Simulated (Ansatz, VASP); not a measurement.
One calculation of PbF2, two programs

Contents of INCAR:

```
PREC = Accurate
ENCUT = 520
EDIFF = 1E-6
ISMEAR = 0
SIGMA = 0.01
LREAL = False
LASPH = True
NELM = 60
ALGO = Normal
ISIF = 2
LWAVE = False
LCHARG = False
GGA = PS
NBANDS = 21
```

File KPOINTS:

```
Automatic mesh
0
Gamma
  8 8 8
```

POSCAR

```
PbF2
1.0
    2.8504586002      2.8504586002      0.0000000000
   -2.8504586002      2.8504586002      0.0000000000
    0.0000000000      2.8504586002      2.8504586002
Pb F
1 2
Direct
    0.0000000000      0.0000000000      0.0000000000
    0.2500000000      0.7500000000      0.5000000000
    0.7500000000      0.2500000000      0.5000000000
```

Input for Ansatz:

```yaml
crystal:
  lattice:
    - [2.85045860025, 2.85045860025, 0.0]
    - [-2.85045860025, 2.85045860025, 0.0]
    - [0.0, 2.85045860025, 2.85045860025]
  atoms:
    - { symbol: Pb, position: [0.0, 0.0, 0.0] }
    - { symbol: F, position: [0.25, 0.75, 0.5] }
    - { symbol: F, position: [0.75, 0.25, 0.5] }
kpoints:
  mp_grid: { grid: [8, 8, 8] }
scf:
  occupations: { method: fixed }
  convergence: { dr2_threshold: 1.0e-10 }
hamiltonian:
  xc: pbesol
  pseudopotentials: { kind: all_electron, lapw: { basis_error: 0.0005 } }
output:
  forces: true
  stress: true
  eigenstates:
    kpoints:
      - [0.0, 0.0, 0.0]
      - [-0.5, 0.5, 0.0]
      - [-0.5, -0.5, -0.5]
      - [0.0, 0.0, -0.5]
      - [0.5, 0.0, 0.0]
      - [0.0, 0.5, 0.5]
      - [0.0, -0.5, 0.0]
      - [0.5, 0.0, 0.5]
      - [-0.75, 0.25, -0.25]
      - [-0.75, -0.25, -0.5]
      - [-0.5, -0.5, -0.75]
  eigenvalues: true
```

Alike in both runs: task single point; functional PBEsol; k mesh 8 × 8 × 8; no spin polarisation.

```csv
,VASP,Ansatz
version,VASP 6.6.1,Ansatz 0.2.0
potentials or method,"VASP PAW PBE potentials, release 64 (Pb_d, F), cutoff 520 eV","all-electron LAPW, scalar-relativistic"
occupations,"gaussian, width 0.01 eV",fixed
```

Ansatz gave:

```
gap on the k mesh at the Fermi level (eV) : 4.24
pressure (GPa)                            : 10.0
```

Q: Estimate VASP's values.

A: gap on the k mesh at the Fermi level (eV): 4.24; pressure (GPa): 9.8.

VASP's potentials were made for PBE, not for PBEsol. Ansatz ran all-electron here, and VASP with PAW potentials.

Neither program's run includes spin-orbit coupling.
